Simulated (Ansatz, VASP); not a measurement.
**Two plane-wave programs on ZrB2**

```xyz
3
Lattice="2.9692 0.0000 0.0000 -1.4846 2.5714 0.0000 0.0000 0.0000 3.9591" Properties=species:S:1:pos:R:3 pbc="T T T"
Zr    0.0000    0.0000    0.0000
B     0.0000    1.7142    1.9795
B     1.4846    0.8571    1.9795
```

Alike in both runs: task single point; functional PBEsol; k mesh 18 × 18 × 12; occupations gaussian, width 0.15 eV; no spin polarisation.

```csv
,VASP,Ansatz
version,VASP 6.6.1,Ansatz 0.2.0
potentials or method,"VASP PAW PBE potentials, release 64 (Zr_sv, B), cutoff 520 eV","scalar-relativistic, plane waves, PAW"
valence electrons in the cell,18,18
```

VASP gave:

* gap on the k mesh at the Fermi level (eV): none
* pressure (GPa): 6.3
* traceless stress, the component that is largest in VASP (GPa): -40.38

Estimate Ansatz's values.

gap on the k mesh at the Fermi level (eV): none; pressure (GPa): 5.9; traceless stress, the component that is largest in VASP (GPa): -40.29.

VASP's potentials were made for PBE, not for PBEsol. A gap of «none» marks a metal or a gap that the smearing closes. The functional is the same, so the differences come from potentials, cutoffs and numerics.
